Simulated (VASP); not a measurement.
# BaTiO3 (Pm-3m) in VASP: a series of runs, part 2 of 2

VASP 6.6.1.

## Step 4: Single point, PBE

This run uses another cell than the first one, of 12.68 Å³/atom, 1.041 times its volume.

Input file INCAR:

```
  PREC = Accurate
  ENCUT = 520
  EDIFF = 1E-7
  ISMEAR = 0
  SIGMA = 0.02
  LREAL = F
  LASPH = T
  NELM = 60
  ALGO = Normal
  ISIF = 2
  LWAVE = F
  LCHARG = F
  GGA = PE
  NBANDS = 28
```

Input file KPOINTS:

```
Automatic mesh
0
Gamma
  8 8 8
```

Input file POSCAR:

```
BaTiO3
1.0
    3.9877958523      0.0000000000      0.0000000000
    0.0000000000      3.9877958523      0.0000000000
    0.0000000000      0.0000000000      3.9877958523
Ba Ti O
1 1 3
Direct
    0.5000000000      0.5000000000      0.5000000000
    0.0000000000      0.0000000000      0.0000000000
    0.5000000000      0.0000000000      0.0000000000
    0.0000000000      0.5000000000      0.0000000000
    0.0000000000      0.0000000000      0.5000000000
```

Potentials or basis: VASP PAW PBE potentials, release 64 (Ba_sv, Ti_sv, O).

Command:

```
> cat potpaw_PBE.64/Ba_sv/POTCAR potpaw_PBE.64/Ti_sv/POTCAR potpaw_PBE.64/O/POTCAR > POTCAR
> mpirun -np 1 vasp_std > vasp.out
```

OUTCAR:

```text
PREC = Accurate
   ENCUT = 520
   EDIFF = 1E-7
   ISMEAR = 0
   LREAL = F
   LASPH = T
   NELM = 60
   ISIF = 2
   GGA = PE

 ion  position               nearest neighbor table
   1  0.500  0.500  0.500-   3 2.82   4 2.82   5 2.82   3 2.82   4 2.82   3 2.82   5 2.82   3 2.82
                             4 2.82   5 2.82   4 2.82   5 2.82   2 3.45   2 3.45   2 3.45   2 3.45
   2  0.000  0.000  0.000-   3 1.99   4 1.99   5 1.99   5 1.99   4 1.99   3 1.99   1 3.45   1 3.45
                             1 3.45   1 3.45   1 3.45   1 3.45   1 3.45   1 3.45
   3  0.500  0.000  0.000-   2 1.99   2 1.99   1 2.82   1 2.82   1 2.82   1 2.82
   4  0.000  0.500  0.000-   2 1.99   2 1.99   1 2.82   1 2.82   1 2.82   1 2.82
   5  0.000  0.000  0.500-   2 1.99   2 1.99   1 2.82   1 2.82   1 2.82   1 2.82

  LATTYP: Found a simple cubic cell.
 ALAT       =     3.9877958523

  Lattice vectors:

 A1 = (   3.9877958523,   0.0000000000,   0.0000000000)
 A2 = (   0.0000000000,   3.9877958523,   0.0000000000)
 A3 = (   0.0000000000,   0.0000000000,   3.9877958523)

Analysis of symmetry for initial positions (statically):
=====================================================================
 Subroutine PRICEL returns:
 Original cell was already a primitive cell.

 Routine SETGRP: Setting up the symmetry group for a
 simple cubic supercell.

 Subroutine GETGRP returns: Found 48 space group operations
[... 9 lines left out ...]

 Routine SETGRP: Setting up the symmetry group for a
 simple cubic supercell.

 Subroutine GETGRP returns: Found 48 space group operations
[... 11 lines left out ...]
                                     Primitive cell

  volume of cell :      63.4160

  direct lattice vectors                    reciprocal lattice vectors
     3.987795852  0.000000000  0.000000000     0.250765094  0.000000000  0.000000000
     0.000000000  3.987795852  0.000000000     0.000000000  0.250765094  0.000000000
     0.000000000  0.000000000  3.987795852     0.000000000  0.000000000  0.250765094

  length of vectors
[... 101 lines left out ...]
   EMIN   =  10.00;   EMAX   =-10.00  energy-range for DOS
   EFERMI =   0.00;   METHOD = LEGACY
   ISMEAR =     0;   SIGMA  =   0.02  broadening in eV -4-tet -1-fermi 0-gaus
   EFERMI_NEDOS =   21; number of points for ismear=-14 and -15
   IALGO  =     38    algorithm
   IMIX   =      4    mixing-type and parameters
     AMIX     =   0.40;   BMIX     =  1.00
     AMIX_MAG =   1.60;   BMIX_MAG =  1.00
  volume/ion in A,a.u.               =      12.68        85.59
  Fermi-wavevector in a.u.,A,eV,Ry     =   1.403983  2.653144 26.819380  1.971169
  Thomas-Fermi vector in A             =   2.526590
   LORBIT       =      0    0 simple, 1 ext, 2 COOP (PROOUT), +10 PAW based schemes
   GGA     = PE    functional components
   LHFCALC =     F    Hartree Fock is set to
   AEXX    =    0.0000 exact exchange contribution
   IVDW    =     0    specifies the selected vdW correction
   LEPSILON=     F    determine dielectric tensor
   LRPA    =     F    only Hartree local field effects (RPA)
 non-spin polarized calculation
 Gauss-broadening in eV      SIGMA  =   0.02
  energy-cutoff  :      520.00
  volume of cell :       63.42
 maximum number of plane-waves:      1743
 NGX is ok and might be reduce to    30
   NGX = 15   NGY = 15   NGZ = 15

 number of electron      39.9999977 magnetization

 Free energy of the ion-electron system (eV)
  ---------------------------------------------------
  ext. energy  EPLUGINS =         0.00000000
  ---------------------------------------------------
  free energy    TOTEN  =       -39.94452499 eV

  energy without entropy =      -39.94452499  energy(sigma->0) =      -39.94452499

 E-fermi :   4.0901     XC(G=0): -11.3186

 val. band max:        3.9199908291   @ k =   0.5000   0.5000   0.5000
 cond. band min:       5.6867370391   @ k =   0.0000   0.0000   0.0000
 fundamental gap:      1.7667462100
 Fermi energy:         4.0901482249

 k-point     1 :       0.0000    0.0000    0.0000
  band No.  band energies     occupation
      1     -52.6714      2.00000
      2     -28.8885      2.00000
      3     -28.8885      2.00000
      4     -28.8885      2.00000
      5     -20.8687      2.00000
      6     -12.9987      2.00000
[... 733 lines left out ...]
     27      12.1766      0.00000
     28      13.0035      0.00000

 [... further k-points ...]
[... 5 lines left out ...]
  --------------------------------------------------------------------------------------
  -------------------------------------------------------------------------------------
  Total        2.3395075      2.3395075      2.3395075      0.0000000      0.0000000     -0.0000000
  in kB       59.1066405     59.1066405     59.1066405      0.0000000      0.0000000     -0.0000000
  external PRESSURE =      59.1066405 kB  Pullay stress =       0.0000000 kB

 VOLUME and BASIS-vectors are now :
 -----------------------------------------------------------------------------
  energy-cutoff  :      520.00
  volume of cell :       63.42
      direct lattice vectors                 reciprocal lattice vectors
     3.987795852  0.000000000  0.000000000     0.250765094  0.000000000  0.000000000
     0.000000000  3.987795852  0.000000000     0.000000000  0.250765094  0.000000000
     0.000000000  0.000000000  3.987795852     0.000000000  0.000000000  0.250765094

 POSITION                                       TOTAL-FORCE (eV/Angst)
 -----------------------------------------------------------------------------------
      1.99390      1.99390      1.99390         0.000000      0.000000      0.000000
      0.00000      0.00000      0.00000         0.000000      0.000000      0.000000
      1.99390      0.00000      0.00000         0.000000      0.000000      0.000000
      0.00000      1.99390      0.00000         0.000000      0.000000      0.000000
      0.00000      0.00000      1.99390         0.000000      0.000000      0.000000
 -----------------------------------------------------------------------------------
    total drift:                                0.000000     -0.000000      0.000000

  FREE ENERGIE OF THE ION-ELECTRON SYSTEM (eV)
  ---------------------------------------------------
  free  energy   TOTEN  =       -39.9445249911 eV

  energy  without entropy=      -39.9445249911  energy(sigma->0) =      -39.94452499
```

stdout:

```text
POSCAR found type information on POSCAR BaTiO
 POSCAR found :  3 types and       5 ions
 scaLAPACK will be used
 LDA part: xc-table for (Slater+PW92), standard interpolation
 POSCAR, INCAR and KPOINTS ok, starting setup
 FFT: planning ... GRIDC
 FFT: planning ... GRID_SOFT
 FFT: planning ... GRID
 WAVECAR not read
 entering main loop
```

Run time: 72 s. Hardware: 1 thread of Intel Xeon 6975P-C, shared host; peak memory 0.21 GiB.

Results:

| Item | Value |
| --- | --- |
| Free energy | -39.9445 eV |
| Pressure | 5.9 GPa |
| Band gap on the k mesh | 1.77 eV, indirect (least direct gap 1.90 eV) |

Caveat: spin-orbit coupling is left out, which moves the levels of the heavy elements. A k mesh can miss the band edges.
